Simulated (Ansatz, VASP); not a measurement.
# One calculation of Au, two programs

```
Au
1.0
     2.53122    0.00000    0.00000
    -1.26561    2.19210    0.00000
     0.00000    0.00000    4.17560
Au
2
Direct
  0.33333 0.66667 0.25000
  0.66667 0.33333 0.75000
```

Change from the starting cell: volume scaled by 0.68, LAPW.

Alike in both runs: task single point; functional PBEsol; k mesh 15 × 15 × 8; occupations fermi-dirac, width 0.05 eV; no spin polarisation.

|  | VASP | Ansatz |
| --- | --- | --- |
| version | VASP 6.6.1 | Ansatz 0.2.0 |
| potentials or method | VASP PAW PBE potentials, release 64 (Au), cutoff 520 eV | all-electron LAPW, scalar-relativistic |

```csv
,VASP,Ansatz,Ansatz less VASP
pressure (GPa),196.9,195.8,-1.16
"traceless stress, the component that is largest in VASP (GPa)",-0.04,-0.11,-0.075
```

VASP's potentials were made for PBE, not for PBEsol. Both programs put the cell under a high pressure, so it lies far from rest at this level. Ansatz ran all-electron here, and VASP with PAW potentials.

Spin-orbit coupling is off throughout. Noted on VASP's run: the cell as given lies far from equilibrium.
